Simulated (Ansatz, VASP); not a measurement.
# Zr in VASP and in Ansatz

```xyz
1
Lattice="-1.8109 1.8109 1.8109 1.8109 -1.8109 1.8109 1.8109 1.8109 -1.8109" Properties=species:S:1:pos:R:3 pbc="T T T"
Zr    0.0000    0.0000    0.0000
```

Alike in both runs: task single point; functional LDA; k mesh 21 × 21 × 21; occupations fermi-dirac, width 0.1 eV; no spin polarisation.

```csv
,VASP,Ansatz
version,VASP 6.6.1,Ansatz 0.2.0
potentials or method,"VASP PAW LDA potentials, release 64 (Zr_sv), cutoff 520 eV","plane waves (420 eV) with PAW, scalar-relativistic"
valence electrons in the cell,12,12
```

|  | VASP | Ansatz | Ansatz less VASP |
| --- | --- | --- | --- |
| pressure (GPa) | -9.3 | -9.4 | -0.07 |

Ansatz warns that its potentials were made for another functional, while VASP's fit it. LDA's correlation is that of Perdew and Zunger in VASP and of Perdew and Wang (1992) in Ansatz.
